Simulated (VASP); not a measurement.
Input of a VASP 6.6.1 run:

INCAR

```
ALGO     = Normal         # electronic algorithm
EDIFF    = 1E-6           # SCF threshold, eV
ENCUT    = 520            # plane-wave cutoff, eV
GGA      = PE             # functional
ISIF     = 2              # what is computed and relaxed
ISMEAR   = 0              # smearing method
LASPH    = True           # aspherical terms in the spheres
LCHARG   = True           # write CHGCAR
LELF     = True           # ELF
LREAL    = False          # projectors in reciprocal space
LVHAR    = True         
LWAVE    = False          # write WAVECAR
NBANDS   = 11             # bands
NELM     = 100            # most SCF steps
PREC     = Accurate       # precision mode
SIGMA    = 0.01           # smearing width, eV
```

Contents of KPOINTS:

```
k-points
0
Gamma
  6 6 6
```

The input POSCAR:

```
SiC
1.0
    0.0000000000      2.1671620832      2.1852643348
    2.1671620832      0.0000000000      2.1852643348
    2.1671620832      2.1671620832      0.0000000000
Si C
1 1
Direct
    0.0000000000      0.0000000000      0.0000000000
    0.2500000000      0.2500000000      0.2500000000
```

Potentials or basis: VASP PAW PBE potentials, release 64 (Si, C).

Command:

```sh
$ cat potpaw_PBE.64/Si/POTCAR potpaw_PBE.64/C/POTCAR > POTCAR
$ mpirun -np 1 vasp_std > vasp.out
```

Problem. Estimate the band gap on the k mesh.

Solution. 1.30 eV, indirect (least direct gap 4.54 eV).

Problem. What does it give for the pressure?

Solution. 5.1 GPa.

Stress tensor (GPa, compression positive):
```
5.81 0.00 0.00
0.00 5.81 0.00
0.00 0.00 3.63
```

Caveat: the cell differs from its parent crystal (epitaxial xy strain -0.5%). A k mesh can miss the band edges.
